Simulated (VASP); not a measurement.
Wanted: the native input for a VASP 6.6.1 run.

* Task: relaxation of cell and atoms
* Functional: PBEsol
* Potentials or basis: VASP PAW PBE potentials, release 64 (K_sv, Cl)
* Cutoff: 600 eV
* k mesh: 6 × 6 × 6
* Occupations: gaussian, width 0.01 eV
* Spin: no spin polarisation
* Dipole correction: no
* Further INCAR settings: ALGO = Normal; EDIFF = 1e-07; IBRION = 2; EDIFFG = -0.002; NSW = 100; ISIF = 3

The structure of KCl lies in POSCAR:

```
KCl
1.0
    0.0000000000      3.1464700000      3.1464700000
    3.1464700000      0.0000000000      3.1464700000
    3.1464700000      3.1464700000      0.0000000000
K Cl
1 1
Direct
    0.0000000000      0.0000000000      0.0000000000
    0.5000000000      0.5000000000      0.5000000000
```

One way to write it, as run:

INCAR

```
SYSTEM = KCl
PREC = Accurate ; ENCUT = 600
EDIFF = 1E-7 ; ISMEAR = 0
SIGMA = 0.01 ; LREAL = .FALSE.
LASPH = .TRUE. ; NELM = 80
ALGO = Normal ; ISIF = 3
LWAVE = .FALSE. ; LCHARG = .FALSE.
GGA = PS ; IBRION = 2
NSW = 100 ; EDIFFG = -0.002
```

KPOINTS

```
Automatic mesh
0
G
  6 6 6
  0 0 0
```

Potentials or basis: VASP PAW PBE potentials, release 64 (K_sv, Cl).

Command:

```bash
$ cat potpaw_PBE.64/K_sv/POTCAR potpaw_PBE.64/Cl/POTCAR > POTCAR
$ mpirun -np 1 vasp_std > vasp.out
```

It gave:

- Relaxed volume: 30.56 Å³/atom
- Relaxed cell: a = 4.421 Å, b = 4.421 Å, c = 4.421 Å, α = 60.00°, β = 60.00°, γ = 60.00°
- Space group after relaxing (to 0.1 Å): Fm-3m (No. 225)
- Energy gained by relaxing: 0.6 meV/atom
- Ionic steps: 4
- Pressure after relaxing: 0.0 GPa
- Band gap on the k mesh: 5.08 eV

Caveat: the PAW data sets were made with another functional, which shifts forces and pressure a little.

Wall time 91 s on 1 thread of Oxide Virtual Turin-like Processor (shared host), peak memory 0.18 GiB.
